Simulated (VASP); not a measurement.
# HfIn4SiO6: single point with PBE

Crystal: HfIn4SiO6.

```
Hf In Si O
1.0
     2.75159   -4.76547    0.00844
     2.75159    4.76547    0.00844
    -1.90388    0.00000    7.49867
Hf In Si O
1 4 1 6
Direct
  0.78835 0.21165 0.00000
  0.62175 0.37825 0.50000
  0.45502 0.54498 0.00000
  0.28407 0.71593 0.50000
  0.95814 0.04186 0.50000
  0.12168 0.87832 0.00000
  0.06219 0.11415 0.86666
  0.88585 0.93781 0.13334
  0.79490 0.53784 0.86663
  0.46216 0.20510 0.13337
  0.15352 0.62879 0.13333
  0.37121 0.84648 0.86667
```

This cell differs from its parent crystal: volume scaled by 1.04.

| Item | Value |
| --- | --- |
| Program | VASP 6.6.1 |
| Task | single point |
| Functional | PBE |
| Potentials or basis | VASP PAW PBE potentials, release 64 (Hf_pv, In_d, Si, O) |
| Cutoff | 520 eV |
| k mesh | 4 × 4 × 3 |
| Occupations | fermi-dirac, width 0.05 eV |
| Spin | no spin polarisation |
| Dipole correction | no |
| Further INCAR settings | ALGO = Normal; EDIFF = 1e-06; NBANDS = 63 |

```json
{"Pressure": "-5.0 GPa", "Largest force": "0.448 eV/Å", "Band gap on the k mesh": "zero (band 51 reaches 7.29 eV, above the bottom of band 52 at 6.23 eV)"}
```

Forces in eV/Å, atoms in the order of the input:
```
Hf   0.000  0.003  0.000
In   0.000  0.033  0.000
In   0.000  0.007  0.000
In   0.000 -0.039  0.000
In   0.000  0.003  0.000
Si   0.000  0.002  0.000
O   -0.161  0.188  0.359
O    0.161  0.188 -0.359
O   -0.097 -0.245  0.362
O    0.097 -0.245 -0.362
O   -0.250  0.052 -0.367
O    0.250  0.052  0.367
```

Stress tensor (GPa, compression positive):
```
-5.75  0.00  0.03
 0.00 -5.74  0.00
 0.03  0.00 -3.56
```

Levels at points of the mesh, in eV from the Fermi level:
```
           k point  band 49  band 50  band 51  band 52  band 53  band 54
(0.00, 0.00, 0.00)    -1.12    -0.91    -0.42    -0.30    -0.14    -0.10
(0.50, 0.00, 0.00)    -3.28    -2.27    -2.14     1.05     1.45     1.81
(0.50, 0.50, 0.00)    -3.40    -2.20    -1.93     1.13     1.56     1.57
```

Run time: 4.1 min on 1 thread of Oxide Virtual Turin-like Processor, with other jobs on the host, peak memory 0.39 GiB.

Caveat: spin-orbit coupling is left out, which moves the levels of the heavy elements.
